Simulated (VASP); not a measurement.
# PtS2 (P-3m1) in VASP: notebook, part 2 of 2

VASP 6.6.1. The steps go on from the part before.

### Step 4. Single point, r2SCAN+D4

This run uses another cell than the first one, of 18.93 Å³/atom.

File POSCAR:

```
PtS2
1.0
    3.5509476942      0.0000000000      0.0000000000
   -1.7754738471      3.0752109107      0.0000000000
    0.0000000000      0.0000000000      5.2002949716
Pt S
1 2
Direct
    0.0000000000      0.0000000000      0.0000000000
    0.3333333333      0.6666666667      0.2356800556
    0.6666666667      0.3333333333      0.7643199444
```

File INCAR.step1:

```
ALGO = Normal
EDIFF = 1E-4
ENCUT = 520
GGA = PE
ISMEAR = -1
LASPH = True
LCHARG = False
LREAL = False
LWAVE = True
NBANDS = 18
NELM = 80
PREC = Accurate
SIGMA = 0.05
```

File INCAR.step2:

```
ALGO = Normal
EDIFF = 1E-6
ENCUT = 520
ISIF = 2
ISMEAR = -1
ISTART = 1
IVDW = 13
LASPH = True
LCHARG = False
LMIXTAU = True
LREAL = False
LWAVE = False
METAGGA = R2SCAN
NBANDS = 18
NELM = 80
PREC = Accurate
SIGMA = 0.05
VDW_A1 = 0.51559235
VDW_A2 = 5.77342911
VDW_S6 = 1.0
VDW_S8 = 0.6018749
```

File KPOINTS:

```
k-points
0
Gamma
  9 9 6
```

Potentials or basis: VASP PAW PBE potentials, release 64 (Pt, S).

On the command line:

```console
$ cat potpaw_PBE.64/Pt/POTCAR potpaw_PBE.64/S/POTCAR > POTCAR
$ cp INCAR.step1 INCAR
$ mpirun -np 1 vasp_std > vasp.out
$ cp INCAR.step2 INCAR
$ mpirun -np 1 vasp_std > vasp.out
```

OUTCAR:

```text
EDIFF = 1E-6
   ENCUT = 520
   ISIF = 2
   ISMEAR = -1
   ISTART = 1
   IVDW = 13
   LASPH = True
   LREAL = False
   METAGGA = R2SCAN
   NELM = 80
   PREC = Accurate

 ion  position               nearest neighbor table
   1  0.000  0.000  0.000-   2 2.39   3 2.39   3 2.39   2 2.39   3 2.39   2 2.39
   2  0.333  0.667  0.236-   1 2.39   1 2.39   1 2.39
   3  0.667  0.333  0.764-   1 2.39   1 2.39   1 2.39

  LATTYP: Found a hexagonal cell.
 ALAT       =     3.5509476942
 C/A-ratio  =     1.4644808709

  Lattice vectors:

 A1 = (   3.5509476942,   0.0000000000,   0.0000000000)
 A2 = (  -1.7754738471,   3.0752109107,   0.0000000000)
 A3 = (   0.0000000000,   0.0000000000,   5.2002949716)

Analysis of symmetry for initial positions (statically):
=====================================================================
 Subroutine PRICEL returns:
 Original cell was already a primitive cell.

 Routine SETGRP: Setting up the symmetry group for a
 hexagonal supercell.

 Subroutine GETGRP returns: Found 12 space group operations
 (whereof 12 operations were pure point group operations)
 out of a pool of 24 trial point group operations.

The static configuration has the point symmetry D_3d.

Analysis of symmetry for dynamics (positions and initial velocities):
=====================================================================
 Subroutine PRICEL returns:
 Original cell was already a primitive cell.

 Routine SETGRP: Setting up the symmetry group for a
 hexagonal supercell.

 Subroutine GETGRP returns: Found 12 space group operations
 (whereof 12 operations were pure point group operations)
 out of a pool of 24 trial point group operations.

The dynamic configuration has the point symmetry D_3d.

 Subroutine INISYM returns: Found 12 space group operations
 (whereof 12 operations are pure point group operations),
 and found     1 'primitive' translations

----------------------------------------------------------------------------------------

                                     Primitive cell

  volume of cell :      56.7868

  direct lattice vectors                    reciprocal lattice vectors
     3.550947694  0.000000000  0.000000000     0.281614962  0.162590474  0.000000000
    -1.775473847  3.075210911  0.000000000     0.000000000  0.325180948  0.000000000
     0.000000000  0.000000000  5.200294972     0.000000000  0.000000000  0.192296784

  length of vectors
     3.550947694  3.550947694  5.200294972     0.325180948  0.325180948  0.192296784

  position of ions in fractional coordinates (direct lattice)
     0.000000000  0.000000000  0.000000000
     0.333333333  0.666666667  0.235680056
     0.666666667  0.333333333  0.764319944

  ion indices of the primitive-cell ions
   primitive index   ion index
                 1           1
                 2           2
                 3           3

----------------------------------------------------------------------------------------

 KPOINTS: k-points

Automatic generation of k-mesh.
 Grid dimensions read from file:
 generate k-points for:    9    9    6

 Generating k-lattice:

  Cartesian coordinates                     Fractional coordinates (reciprocal lattice)
     0.031290551  0.018065608  0.000000000     0.111111111  0.000000000  0.000000000
     0.000000000  0.036131216  0.000000000     0.000000000  0.111111111  0.000000000
     0.000000000  0.000000000  0.032049464     0.000000000  0.000000000  0.166666667

  Length of vectors
     0.036131216  0.036131216  0.032049464

  Shift w.r.t. Gamma in fractional coordinates (k-lattice)
     0.000000000  0.000000000  0.000000000

 Subroutine IBZKPT returns following result:
 ===========================================

 Found     62 irreducible k-points:

 Following reciprocal coordinates:
            Coordinates               Weight
  0.000000  0.000000  0.000000      1.000000
  0.111111  0.000000  0.000000      6.000000
  0.222222  0.000000  0.000000      6.000000
  0.333333  0.000000  0.000000      6.000000
  0.444444  0.000000  0.000000      6.000000
  0.111111  0.111111  0.000000      6.000000
[... 16 lines left out ...]
  0.222222  0.111111  0.166667     12.000000
 -0.111111  0.333333  0.166667     12.000000
 [... further k-points ...]
   k-points           NKPTS =     62   k-points in BZ     NKDIM =     62   number of bands    NBANDS=     18
   number of dos      NEDOS =    301   number of ions     NIONS =      3
   total plane-waves  NPLWV =  31360
   dimension x,y,z NGX =    28 NGY =   28 NGZ =   40
   dimension x,y,z NGXF=    56 NGYF=   56 NGZF=   80
   ions per type =               1   2
   NGX,Y,Z   is equivalent  to a cutoff of  13.11, 13.11, 12.79 a.u.
   NGXF,Y,Z  is equivalent  to a cutoff of  26.22, 26.22, 25.57 a.u.
 SYSTEM =  unknown system
   PREC   = accura    normal or accurate (medium, high low for compatibility)
   ISTART =      1    job   : 0-new  1-cont  2-samecut
   ICHARG =      0    charge: 1-file 2-atom 10-const
   ISPIN  =      1    spin polarized calculation?
   LNONCOLLINEAR =      F non collinear calculations
   LSORBIT =      F    spin-orbit coupling
   LASPH  =      T    aspherical Exc in radial PAW
   ENCUT  =  520.0 eV  38.22 Ry    6.18 a.u.   6.60  6.60  9.67*2*pi/ulx,y,z
   NELM   =     80;   NELMIN=  2; NELMDL=  0     # of ELM steps
   EDIFF  = 0.1E-05   stopping-criterion for ELM
   LREAL  =      F    real-space projection
   EDIFFG = 0.1E-04   stopping-criterion for IOM
   NSW    =      0    number of steps for IOM
   IBRION =     -1    ionic relax: 0-MD 1-quasi-New 2-CG
   NFREE  =      0    steps in history (QN), initial steepest desc. (CG)
   ISIF   =      2    stress and relaxation
   ISYM   =      2    0-nonsym 1-usesym 2-fastsym
   POTIM  = 0.5000    time-step for ionic-motion
   TEBEG  =    0.0;   TEEND  =   0.0 temperature during run
   PSTRESS=    0.0 pullay stress
   NELECT =      22.0000    total number of electrons
   NUPDOWN=      -1.0000    fix difference up-down
   EMIN   =  10.00;   EMAX   =-10.00  energy-range for DOS
   EFERMI =   0.00;   METHOD = LEGACY
   ISMEAR =    -1;   SIGMA  =   0.05  broadening in eV -4-tet -1-fermi 0-gaus
   EFERMI_NEDOS =   21; number of points for ismear=-14 and -15
   IALGO  =     38    algorithm
   IMIX   =      4    mixing-type and parameters
     AMIX     =   0.40;   BMIX     =  1.00
     AMIX_MAG =   1.60;   BMIX_MAG =  1.00
  volume/ion in A,a.u.               =      18.93       127.74
  Fermi-wavevector in a.u.,A,eV,Ry     =   1.193438  2.255272 19.378713  1.424295
  Thomas-Fermi vector in A             =   2.329453
   LORBIT       =      0    0 simple, 1 ext, 2 COOP (PROOUT), +10 PAW based schemes
   METAGGA = R2SCAN    functional components
   LHFCALC =     F    Hartree Fock is set to
   AEXX    =    0.0000 exact exchange contribution
   IVDW    =    13    specifies the selected vdW correction
   LEPSILON=     F    determine dielectric tensor
   LRPA    =     F    only Hartree local field effects (RPA)
 non-spin polarized calculation
  energy-cutoff  :      520.00
  volume of cell :       56.79
 maximum number of plane-waves:      1580
 NGX is ok and might be reduce to    28
   NGX = 13   NGY = 13   NGZ = 19

 number of electron      21.9999999 magnetization

 Free energy of the ion-electron system (eV)
  ---------------------------------------------------
  ext. energy  EPLUGINS =         0.00000000
  ---------------------------------------------------
  free energy    TOTEN  =       -68.85846093 eV

  energy without entropy =      -68.85845961  energy(sigma->0) =      -68.85846027

 E-fermi :   6.4743     XC(G=0): -11.1136

 val. band max:        5.9408650451   @ k =   0.0000   0.0000   0.0000
 cond. band min:       7.0627414386   @ k =   0.3333   0.3333   0.0000
 fundamental gap:      1.1218763935
 Fermi energy:         6.4742997432

 k-point     1 :       0.0000    0.0000    0.0000
  band No.  band energies     occupation
      1      -9.6901      2.00000
      2      -6.8488      2.00000
      3      -0.9366      2.00000
      4      -0.6539      2.00000
      5      -0.6539      2.00000
      6       2.1417      2.00000
[... 10 lines left out ...]
     17      14.6216      0.00000
     18      18.8231      0.00000
[... 466 lines left out ...]
      2      -7.2778      2.00000
      3      -0.5383      2.00000
      4      -0.2371      2.00000
      5       0.4530      2.00000
      6       0.7655      2.00000
[... 10 lines left out ...]
     17      15.1881      0.00000
     18      16.8643      0.00000

 [... further k-points ...]

------------------------ aborting loop because EDIFF is reached ----------------------------------------

  DFT-D4 for vdW energy calculation

  Edisp (eV):   -0.46536

  FORCE on cell =-STRESS in cart. coord.  units (eV):
  Direction    XX          YY          ZZ          XY          YZ          ZX
  --------------------------------------------------------------------------------------
  -------------------------------------------------------------------------------------
  Total      -0.02651    -0.02651    -0.03354    -0.00000     0.00000     0.00000
  in kB      -0.74796    -0.74796    -0.94643    -0.00000     0.00000     0.00000
  external pressure =       -0.81 kB  Pullay stress =        0.00 kB

 VOLUME and BASIS-vectors are now :
 -----------------------------------------------------------------------------
  energy-cutoff  :      520.00
  volume of cell :       56.79
      direct lattice vectors                 reciprocal lattice vectors
     3.550947694  0.000000000  0.000000000     0.281614962  0.162590474  0.000000000
    -1.775473847  3.075210911  0.000000000     0.000000000  0.325180948  0.000000000
     0.000000000  0.000000000  5.200294972     0.000000000  0.000000000  0.192296784

 POSITION                                       TOTAL-FORCE (eV/Angst)
 -----------------------------------------------------------------------------------
      0.00000      0.00000      0.00000        -0.000000      0.000000      0.000000
     -0.00000      2.05014      1.22561         0.000000     -0.000000     -0.004624
      1.77547      1.02507      3.97469        -0.000000      0.000000      0.004624
 -----------------------------------------------------------------------------------
    total drift:                               -0.000000     -0.000000      0.000000

  FREE ENERGIE OF THE ION-ELECTRON SYSTEM (eV)
  ---------------------------------------------------
  free  energy   TOTEN  =       -69.3238251399 eV

  energy  without entropy=      -69.3238238178  energy(sigma->0) =      -69.32382448
```

Wall time 4.9 min (1 thread of Intel Xeon 8259CL, shared host); peak memory 0.22 GiB.

What came out:

```
Free energy                : -69.3238 eV
Pressure                   : -0.1 GPa
Largest force              : 0.005 eV/Å
Band gap on the k mesh     : 1.12 eV (least direct gap 1.26 eV)
Dispersion energy per atom : -0.155 eV
```

Forces on the atoms (eV/Å):
```
Pt   0.000  0.000  0.000
S    0.000  0.000 -0.005
S    0.000  0.000  0.005
```

Caveat: the PAW data sets were made with another functional, which shifts forces and pressure a little; spin-orbit coupling is left out, which moves the levels of the heavy elements; an odd mesh through Γ misses points on the zone boundary, where band edges can lie.

### Step 5. Single point, r2SCAN

This run uses another cell than the first one, of 20.36 Å³/atom.

File POSCAR:

```
PtS2
1.0
    3.5478635068      0.0000000000      0.0000000000
   -1.7739317534      3.0725399260      0.0000000000
    0.0000000000      0.0000000000      5.6044630274
Pt S
1 2
Direct
    0.0000000000      0.0000000000      0.0000000000
    0.3333333333      0.6666666667      0.2200907021
    0.6666666667      0.3333333333      0.7799092979
```

File INCAR.step1:

```
SYSTEM = PtS2
PREC = Accurate ; ENCUT = 520
ISMEAR = -1 ; SIGMA = 0.05
LREAL = .False. ; LASPH = .True.
NELM = 60 ; NBANDS = 18
GGA = PE ; ALGO = Normal
EDIFF = 1E-4 ; LWAVE = .True.
LCHARG = .False.
```

File INCAR.step2:

```
SYSTEM = PtS2
PREC = Accurate ; ENCUT = 520
EDIFF = 1E-7 ; ISMEAR = -1
SIGMA = 0.05 ; LREAL = .False.
LASPH = .True. ; NELM = 60
ALGO = Normal ; ISIF = 2
LWAVE = .False. ; LCHARG = .True.
METAGGA = R2SCAN ; LMIXTAU = .True.
LELF = .True. ; LVHAR = .True.
NBANDS = 18 ; ISTART = 1
```

File KPOINTS:

```
Automatic mesh
0
Gamma
  9 9 6
  0 0 0
```

On the command line:

```console
$ cat potpaw_PBE.64/Pt/POTCAR potpaw_PBE.64/S/POTCAR > POTCAR
$ cp INCAR.step1 INCAR
$ mpirun -np 1 vasp_std > vasp.out
$ cp INCAR.step2 INCAR
$ mpirun -np 1 vasp_std > vasp.out
```

It took 5.9 min on 1 thread of Intel Xeon 8259CL, shared host; peak memory 0.23 GiB.

The run converged. Its results:

| Quantity | Value |
| --- | --- |
| Free energy | -68.8736 eV |
| Pressure | 0.0 GPa |
| Largest force | 0.004 eV/Å |
| Band gap on the k mesh | 1.41 eV (least direct gap 1.46 eV) |

Forces on the atoms (eV/Å):
```
Pt   0.000  0.000  0.000
S    0.000  0.000 -0.004
S    0.000  0.000  0.004
```

Levels at points of the mesh, in eV from the valence-band top:
```tsv
k point	band 7	band 8	band 9	band 10	band 11	band 12	band 13	band 14	band 15	band 16
(0.00, 0.00, 0.00)	-3.45	-1.57	-0.65	-0.65	-0.13	2.92	2.92	6.02	6.16	9.04
(0.00, 0.00, 0.50)	-3.46	-1.91	-0.88	-0.74	-0.74	3.14	3.14	6.31	7.79	8.88
```

Caveat: the PAW data sets were made with another functional, which shifts forces and pressure a little; spin-orbit coupling is left out, which moves the levels of the heavy elements; an odd mesh through Γ misses points on the zone boundary, where band edges can lie.

### Step 6. The runs side by side

| level | cell | gap on the mesh (eV) | pressure (GPa) | largest force (eV/Å) |
| --- | --- | --- | --- | --- |
| PBEsol | a = 3.572, b = 3.572, c = 4.758 Å, angles 90.0, 90.0, 120.0°, 3 atoms, atomic positions A | 0.28 | -0.3 | 0.03 |
| PBE | a = 3.577, b = 3.577, c = 6.461 Å, angles 90.0, 90.0, 120.0°, 3 atoms, atomic positions B | 1.55 | -0.4 | 0.04 |
| r2SCAN+D4 | a = 3.551, b = 3.551, c = 5.200 Å, angles 90.0, 90.0, 120.0°, 3 atoms, atomic positions C | 1.12 | -0.1 | - |
| r2SCAN | a = 3.548, b = 3.548, c = 5.604 Å, angles 90.0, 90.0, 120.0°, 3 atoms, atomic positions D | 1.41 | 0.0 | - |

Alike in all rows: task single point; potentials or basis VASP PAW PBE potentials, release 64 (Pt, S); no spin polarisation; k mesh 9 × 9 × 6; cutoff (eV) 520; smearing fermi-dirac 0.05 eV.

Caveats: spin-orbit coupling is left out, which moves the levels of the heavy elements; an odd mesh through Γ misses points on the zone boundary, where band edges can lie; the PAW data sets were made with another functional, which shifts forces and pressure a little (at least some runs); this functional lacks dispersion, which binds the layers, so the pressure and a relaxed spacing across them are unreliable (at least some runs).

Absolute energies hang on the potentials; compare differences alone.
